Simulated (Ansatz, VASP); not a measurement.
LiNbO3: VASP beside Ansatz

```
Li Nb O
1.0
     2.48474    1.43456    4.76970
    -2.48474    1.43456    4.76970
     0.00000   -2.86913    4.76970
Li Nb O
2 2 6
Direct
  0.28159 0.28159 0.28159
  0.78159 0.78159 0.78159
  0.00049 0.00049 0.00049
  0.50049 0.50049 0.50049
  0.11046 0.35803 0.72110
  0.72110 0.11046 0.35803
  0.35803 0.72110 0.11046
  0.22110 0.85803 0.61046
  0.85803 0.61046 0.22110
  0.61046 0.22110 0.85803
```

Alike in both runs: task single point; functional PBE; k mesh 6 × 6 × 6; occupations gaussian, width 0.05 eV; no spin polarisation.

|  | VASP | Ansatz |
| --- | --- | --- |
| version | VASP 6.6.1 | Ansatz 0.2.0 |
| potentials or method | VASP PAW PBE potentials, release 64 (Li_sv, Nb_sv, O), cutoff 520 eV | scalar-relativistic, plane waves, PAW |
| valence electrons in the cell | 68 | 68 |

VASP gave:

```
gap on the k mesh at the Fermi level (eV) : 3.83
least direct gap on the mesh (eV)         : 3.83
rms of the force components (eV/Å)        : 0.616
```

Problem. Which values does Ansatz return?

Solution. gap on the k mesh at the Fermi level (eV): 3.84; least direct gap on the mesh (eV): 3.85; rms of the force components (eV/Å): 0.607.

Atom by atom the forces differ by 0.018 eV/Å (rms over components). The functional is the same, so the differences come from potentials, cutoffs and numerics.

Noted on VASP's run: the cutoff is under 1.25 times that of the potentials, so the pressure is a little rough.
